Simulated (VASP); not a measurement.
# TiB (F-43m) in VASP: a series of runs

Runs on TiB. Level: LDA. Tasks: single point.

Everything below comes from runs of VASP 6.6.1. Logs are shortened: lines on timing, memory, paths and dates and some standing lists are left out, and cuts for length are marked.

## 1. The cell of the first run

It takes space group F-43m (No. 216, cubic). The conventional cell has a = 4.131 Å, b = 4.131 Å, c = 4.131 Å, α = 90.00°, β = 90.00°, γ = 90.00°. Ti (site symmetry -43m) has 4 B at 1.79 Å within 2.4 Å. Within 2.4 Å of B (site symmetry -43m) lie 4 Ti at 1.79 Å.

## 2. Single point, LDA

INCAR reads:

```
SYSTEM = TiB
ALGO     = Normal         ! electronic algorithm
EDIFF    = 1E-7           ! SCF threshold, eV
ENCUT    = 520            ! plane-wave cutoff, eV
GGA      = CA             ! functional
ISIF     = 2              ! what is computed and relaxed
ISMEAR   = -1             ! smearing method
LASPH    = .True.         ! aspherical terms in the spheres
LCHARG   = .True.         ! write CHGCAR
LELF     = .True.         ! ELF
LREAL    = .False.        ! projectors in reciprocal space
LVHAR    = .True.       
LWAVE    = .False.        ! write WAVECAR
NBANDS   = 14             ! bands
NELM     = 60             ! most SCF steps
PREC     = Accurate       ! precision mode
SIGMA    = 0.1            ! smearing width, eV
```

KPOINTS reads:

```
k-points
0
Gamma
  12 12 12
  0 0 0
```

POSCAR reads:

```
TiB
1.0
    0.0000000000      2.0653829498      2.0653829498
    2.0653829498      0.0000000000      2.0653829498
    2.0653829498      2.0653829498      0.0000000000
Ti B
1 1
Direct
    0.2500000000      0.2500000000      0.2500000000
    0.0000000000      0.0000000000      0.0000000000
```

Potentials or basis: VASP PAW LDA potentials, release 64 (Ti_sv, B).

The run is started by

```
$ cat potpaw_LDA.64/Ti_sv/POTCAR potpaw_LDA.64/B/POTCAR > POTCAR
$ mpirun -np 1 vasp_std > vasp.out
```

OUTCAR:

```text
SYSTEM = TiB
   EDIFF = 1E-7
   ENCUT = 520
   GGA = CA
   ISIF = 2
   ISMEAR = -1
   LASPH = .True.
   LREAL = .False.
   NELM = 60
   PREC = Accurate

 ion  position               nearest neighbor table
   1  0.250  0.250  0.250-   2 1.79   2 1.79   2 1.79   2 1.79
   2  0.000  0.000  0.000-   1 1.79   1 1.79   1 1.79   1 1.79

  LATTYP: Found a face centered cubic cell.
 ALAT       =     4.1307658996

  Lattice vectors:

 A1 = (   0.0000000000,   2.0653829498,   2.0653829498)
 A2 = (   2.0653829498,   0.0000000000,   2.0653829498)
 A3 = (   2.0653829498,   2.0653829498,   0.0000000000)

Analysis of symmetry for initial positions (statically):
=====================================================================
 Subroutine PRICEL returns:
 Original cell was already a primitive cell.

 Routine SETGRP: Setting up the symmetry group for a
 face centered cubic supercell.

 Subroutine GETGRP returns: Found 24 space group operations
 (whereof 24 operations were pure point group operations)
 out of a pool of 48 trial point group operations.

The static configuration has the point symmetry T_d .

Analysis of symmetry for dynamics (positions and initial velocities):
=====================================================================
 Subroutine PRICEL returns:
 Original cell was already a primitive cell.

 Routine SETGRP: Setting up the symmetry group for a
 face centered cubic supercell.

 Subroutine GETGRP returns: Found 24 space group operations
 (whereof 24 operations were pure point group operations)
 out of a pool of 48 trial point group operations.

The dynamic configuration has the point symmetry T_d .

 Subroutine INISYM returns: Found 24 space group operations
 (whereof 24 operations are pure point group operations),
 and found     1 'primitive' translations

----------------------------------------------------------------------------------------

                                     Primitive cell

  volume of cell :      17.6210

  direct lattice vectors                    reciprocal lattice vectors
     0.000000000  2.065382950  2.065382950    -0.242085856  0.242085856  0.242085856
     2.065382950  0.000000000  2.065382950     0.242085856 -0.242085856  0.242085856
     2.065382950  2.065382950  0.000000000     0.242085856  0.242085856 -0.242085856

  length of vectors
     2.920892579  2.920892579  2.920892579     0.419305003  0.419305003  0.419305003

  position of ions in fractional coordinates (direct lattice)
     0.250000000  0.250000000  0.250000000
     0.000000000  0.000000000  0.000000000

  ion indices of the primitive-cell ions
   primitive index   ion index
                 1           1
                 2           2

----------------------------------------------------------------------------------------

 KPOINTS: k-points

Automatic generation of k-mesh.
 Grid dimensions read from file:
 generate k-points for:   12   12   12

 Generating k-lattice:

  Cartesian coordinates                     Fractional coordinates (reciprocal lattice)
    -0.020173821  0.020173821  0.020173821     0.083333333  0.000000000  0.000000000
     0.020173821 -0.020173821  0.020173821     0.000000000  0.083333333  0.000000000
     0.020173821  0.020173821 -0.020173821     0.000000000  0.000000000  0.083333333

  Length of vectors
     0.034942084  0.034942084  0.034942084

  Shift w.r.t. Gamma in fractional coordinates (k-lattice)
     0.000000000  0.000000000  0.000000000

 Subroutine IBZKPT returns following result:
 ===========================================

 Found     72 irreducible k-points:

 Following reciprocal coordinates:
            Coordinates               Weight
  0.000000  0.000000  0.000000      1.000000
  0.083333  0.000000  0.000000      8.000000
  0.166667  0.000000  0.000000      8.000000
  0.250000  0.000000  0.000000      8.000000
  0.333333  0.000000  0.000000      8.000000
  0.416667  0.000000  0.000000      8.000000
[... 16 lines left out ...]
  0.500000  0.166667  0.000000     24.000000
 -0.416667  0.166667  0.000000     24.000000
 [... further k-points ...]
   k-points           NKPTS =     72   k-points in BZ     NKDIM =     72   number of bands    NBANDS=     14
   number of dos      NEDOS =    301   number of ions     NIONS =      2
   total plane-waves  NPLWV =  13824
   dimension x,y,z NGX =    24 NGY =   24 NGZ =   24
   dimension x,y,z NGXF=    48 NGYF=   48 NGZF=   48
   ions per type =               1   1
   NGX,Y,Z   is equivalent  to a cutoff of  13.66, 13.66, 13.66 a.u.
   NGXF,Y,Z  is equivalent  to a cutoff of  27.32, 27.32, 27.32 a.u.
 SYSTEM =  TiB
   PREC   = accura    normal or accurate (medium, high low for compatibility)
   ISTART =      0    job   : 0-new  1-cont  2-samecut
   ICHARG =      2    charge: 1-file 2-atom 10-const
   ISPIN  =      1    spin polarized calculation?
   LNONCOLLINEAR =      F non collinear calculations
   LSORBIT =      F    spin-orbit coupling
   LASPH  =      T    aspherical Exc in radial PAW
   ENCUT  =  520.0 eV  38.22 Ry    6.18 a.u.   5.43  5.43  5.43*2*pi/ulx,y,z
   NELM   =     60;   NELMIN=  2; NELMDL= -5     # of ELM steps
   EDIFF  = 0.1E-06   stopping-criterion for ELM
   LREAL  =      F    real-space projection
   EDIFFG = 0.1E-05   stopping-criterion for IOM
   NSW    =      0    number of steps for IOM
   IBRION =     -1    ionic relax: 0-MD 1-quasi-New 2-CG
   NFREE  =      0    steps in history (QN), initial steepest desc. (CG)
   ISIF   =      2    stress and relaxation
   ISYM   =      2    0-nonsym 1-usesym 2-fastsym
   POTIM  = 0.5000    time-step for ionic-motion
   TEBEG  =    0.0;   TEEND  =   0.0 temperature during run
   PSTRESS=    0.0 pullay stress
   NELECT =      15.0000    total number of electrons
   NUPDOWN=      -1.0000    fix difference up-down
   EMIN   =  10.00;   EMAX   =-10.00  energy-range for DOS
   EFERMI =   0.00;   METHOD = LEGACY
   ISMEAR =    -1;   SIGMA  =   0.10  broadening in eV -4-tet -1-fermi 0-gaus
   EFERMI_NEDOS =   21; number of points for ismear=-14 and -15
   IALGO  =     38    algorithm
   IMIX   =      4    mixing-type and parameters
     AMIX     =   0.40;   BMIX     =  1.00
     AMIX_MAG =   1.60;   BMIX_MAG =  1.00
  volume/ion in A,a.u.               =       8.81        59.46
  Fermi-wavevector in a.u.,A,eV,Ry     =   1.551534  2.931974 32.752735  2.407258
  Thomas-Fermi vector in A             =   2.656040
   LORBIT       =      0    0 simple, 1 ext, 2 COOP (PROOUT), +10 PAW based schemes
   GGA     = CA    functional components
   LHFCALC =     F    Hartree Fock is set to
   AEXX    =    0.0000 exact exchange contribution
   IVDW    =     0    specifies the selected vdW correction
   LEPSILON=     F    determine dielectric tensor
   LRPA    =     F    only Hartree local field effects (RPA)
 non-spin polarized calculation
  energy-cutoff  :      520.00
  volume of cell :       17.62
 maximum number of plane-waves:       495
 NGX is ok and might be reduce to    24
   NGX = 11   NGY = 11   NGZ = 11

 number of electron      15.0000000 magnetization

 Free energy of the ion-electron system (eV)
  ---------------------------------------------------
  ext. energy  EPLUGINS =         0.00000000
  ---------------------------------------------------
  free energy    TOTEN  =       -11.34587606 eV

  energy without entropy =      -11.31697554  energy(sigma->0) =      -11.33142580

 E-fermi :   9.8037     XC(G=0): -13.2619

 val. band max:        9.7779763060   @ k =   0.5000   0.3333   0.0000
 cond. band min:       9.8037173485   @ k =   0.5000   0.2500   0.0000
 fundamental gap:      0.0257410425
 Fermi energy:         9.8036885368

 k-point     1 :       0.0000    0.0000    0.0000
  band No.  band energies     occupation
      1     -44.3217      2.00000
      2     -20.7408      2.00000
      3     -20.7408      2.00000
      4     -20.7408      2.00000
      5       0.8495      2.00000
      6       7.7111      2.00000
      7       7.7111      2.00000
      8       7.7111      2.00000
      9      13.1233      0.00000
     10      13.1233      0.00000
     11      22.6731      0.00000
     12      23.0028      0.00000
     13      23.0028      0.00000
     14      23.0028      0.00000

 k-point     2 :       0.0833    0.0000    0.0000
  band No.  band energies     occupation
      1     -44.3119      2.00000
      2     -20.8075      2.00000
      3     -20.7504      2.00000
      4     -20.7504      2.00000
      5       1.0576      2.00000
      6       7.6406      2.00000
      7       7.8038      2.00000
      8       7.8038      2.00000
      9      13.0358      0.00000
     10      13.0358      0.00000
     11      22.4389      0.00000
     12      23.0747      0.00000
     13      23.0747      0.00000
     14      23.1175      0.00000

 k-point     3 :       0.1667    0.0000    0.0000
  band No.  band energies     occupation
      1     -44.2847      2.00000
      2     -20.9871      2.00000
      3     -20.7763      2.00000
      4     -20.7763      2.00000
      5       1.6452      2.00000
      6       7.4679      2.00000
      7       8.0363      2.00000
      8       8.0363      2.00000
      9      12.8840      0.00000
     10      12.8840      0.00000
     11      21.3921      0.00000
     12      23.0868      0.00000
     13      23.0868      0.00000
     14      23.8024      0.00000
[... 324 lines left out ...]
 k-point    23 :       0.5000    0.1667    0.0000
  band No.  band energies     occupation
      1     -44.1596      2.00000
      2     -21.5915      2.00000
      3     -21.0181      2.00000
      4     -20.9395      2.00000
      5       4.7615      2.00000
      6       6.9635      2.00000
      7       8.4853      2.00000
      8       9.0699      1.99870
      9      13.5029      0.00000
     10      14.1616      0.00000
     11      15.7367      0.00000
     12      19.7238      0.00000
     13      20.4529      0.00000
     14      23.7737      0.00000

 k-point    24 :      -0.4167    0.1667    0.0000
  band No.  band energies     occupation
      1     -44.1570      2.00000
      2     -21.6015      2.00000
      3     -21.0494      2.00000
      4     -20.9188      2.00000
      5       4.8635      2.00000
      6       7.1213      2.00000
      7       8.3554      2.00000
      8       9.0254      1.99917
      9      13.5871      0.00000
     10      13.9922      0.00000
     11      15.7997      0.00000
     12      19.7346      0.00000
     13      20.3560      0.00000
     14      23.5235      0.00000

 [... further k-points ...]

------------------------ aborting loop because EDIFF is reached ----------------------------------------

  FORCE on cell =-STRESS in cart. coord.  units (eV):
  Direction    XX          YY          ZZ          XY          YZ          ZX
  --------------------------------------------------------------------------------------
  -------------------------------------------------------------------------------------
  Total       14.1191635     14.1191635     14.1191635      0.0000000     -0.0000000      0.0000000
  in kB     1283.7716780   1283.7716780   1283.7716780      0.0000000     -0.0000000      0.0000000
  external PRESSURE =    1283.7716780 kB  Pullay stress =       0.0000000 kB

 VOLUME and BASIS-vectors are now :
 -----------------------------------------------------------------------------
  energy-cutoff  :      520.00
  volume of cell :       17.62
      direct lattice vectors                 reciprocal lattice vectors
     0.000000000  2.065382950  2.065382950    -0.242085856  0.242085856  0.242085856
     2.065382950  0.000000000  2.065382950     0.242085856 -0.242085856  0.242085856
     2.065382950  2.065382950  0.000000000     0.242085856  0.242085856 -0.242085856

 POSITION                                       TOTAL-FORCE (eV/Angst)
 -----------------------------------------------------------------------------------
      1.03269      1.03269      1.03269        -0.000000      0.000000      0.000000
      0.00000      0.00000      0.00000         0.000000     -0.000000     -0.000000
 -----------------------------------------------------------------------------------
    total drift:                               -0.000001     -0.000001     -0.000001

  FREE ENERGIE OF THE ION-ELECTRON SYSTEM (eV)
  ---------------------------------------------------
  free  energy   TOTEN  =       -11.3458760620 eV

  energy  without entropy=      -11.3169755398  energy(sigma->0) =      -11.33142580
```

Wall time 14 s (1 thread of Intel Xeon Platinum 8488C (Sapphire Rapids), shared host); peak memory 0.14 GiB.

Results:

| Item | Value |
| --- | --- |
| Free energy | -11.3459 eV |
| Pressure | 128.4 GPa |

## 3. Single point, LDA

This run uses another cell than the first one, of 9.09 Å³/atom, 1.032 times its volume.

INCAR reads:

```
PREC = Accurate
ENCUT = 520
EDIFF = 1E-6
ISMEAR = -1
SIGMA = 0.1
LREAL = False
LASPH = True
NELM = 100
ALGO = Normal
ISIF = 2
LWAVE = False
LCHARG = False
NBANDS = 14
```

KPOINTS reads:

```
regular mesh
0
Gamma
  12 12 12
```

POSCAR reads:

```
TiB
1.0
    0.0000000000      2.0868989040      2.0868989040
    2.0868989040      0.0000000000      2.0868989040
    2.0868989040      2.0868989040      0.0000000000
Ti B
1 1
Direct
    0.2500000000      0.2500000000      0.2500000000
    0.0000000000      0.0000000000      0.0000000000
```

Potentials or basis: VASP PAW LDA potentials, release 64 (Ti_sv, B).

The run is started by

```
$ cat potpaw_LDA.64/Ti_sv/POTCAR potpaw_LDA.64/B/POTCAR > POTCAR
$ mpirun -np 1 vasp_std > vasp.out
```

Run time: 11 s. Hardware: 1 thread of Intel Xeon Platinum 8488C (Sapphire Rapids), shared host; peak memory 0.14 GiB.

Results (log left out):

```
Free energy : -11.7673 eV
Pressure    : 114.4 GPa
```

Levels at points of the mesh, in eV from the Fermi level:
| k point | band 4 | band 5 | band 6 | band 7 | band 8 | band 9 | band 10 | band 11 | band 12 | band 13 |
| --- | --- | --- | --- | --- | --- | --- | --- | --- | --- | --- |
| (0.00, 0.00, 0.00) | -30.63 | -8.90 | -2.00 | -2.00 | -2.00 | 3.25 | 3.25 | 12.57 | 12.91 | 12.91 |
| (0.50, 0.00, 0.00) | -30.75 | -5.49 | -2.37 | -1.30 | -1.30 | 4.21 | 4.21 | 6.05 | 10.23 | 10.23 |
| (0.50, 0.50, 0.00) | -30.96 | -4.82 | -4.12 | 1.17 | 1.97 | 1.97 | 4.75 | 6.23 | 6.23 | 7.66 |

(Part 1 of 2 ends here.)
